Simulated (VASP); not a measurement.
Crystal: AgRh2.

```
CELL_PARAMETERS angstrom
4.48852 0.00000 0.00000
-2.24426 3.88717 0.00000
0.00000 0.00000 2.65374
ATOMIC_POSITIONS crystal
Ag 0.00000 0.00000 0.00000
Rh 0.33333 0.66667 0.50000
Rh 0.66667 0.33333 0.50000
```

| Item | Value |
| --- | --- |
| Program | VASP 6.6.1 |
| Task | relaxation of cell and atoms |
| Functional | PBE |
| Potentials or basis | VASP PAW PBE potentials, release 64 (Ag, Rh_pv) |
| Cutoff | 600 eV |
| k mesh | 6 × 6 × 6 |
| Occupations | gaussian, width 0.1 eV |
| Spin | no spin polarisation |

At the start: pressure 1.2 GPa; volume 15.43 Å³/atom.

Question: How do energy, volume and symmetry change on relaxing?

Answer: Over 5 steps the energy falls by 14.8 meV/atom and the volume is 15.56 Å³/atom (+0.8 %); space group P6/mmm (No. 191, to 0.1 Å) before and after.

Step by step:
| step | energy change (eV) | largest force (eV/Å) | pressure (GPa) | volume (Å³) |
| --- | --- | --- | --- | --- |
| 1 | 0.0000 | 0.0000 | 1.22 | 46.30 |
| 2 | -0.0423 | 0.0000 | -1.54 | 47.06 |
| 3 | -0.0423 | 0.0000 | -1.53 | 47.05 |
| 4 | -0.0403 | 0.0000 | 2.13 | 46.14 |
| 5 | -0.0445 | 0.0000 | -0.03 | 46.67 |

Final structure:
```cif
data_structure
_symmetry_space_group_name_H-M 'P 1'
_symmetry_Int_Tables_number 1
_cell_length_a 4.4298
_cell_length_b 4.4298
_cell_length_c 2.7460
_cell_angle_alpha 90.000
_cell_angle_beta 90.000
_cell_angle_gamma 120.000
_cell_volume 46.67
loop_
_atom_site_label
_atom_site_type_symbol
_atom_site_fract_x
_atom_site_fract_y
_atom_site_fract_z
_atom_site_occupancy
Ag1 Ag 0.00000 0.00000 0.00000 1
Rh1 Rh 0.33333 0.66667 0.50000 1
Rh2 Rh 0.66667 0.33333 0.50000 1
```

Caveat: the k points lie up to 0.38 Å⁻¹ apart in the final cell, too coarse for converged energies and pressures of a metal.
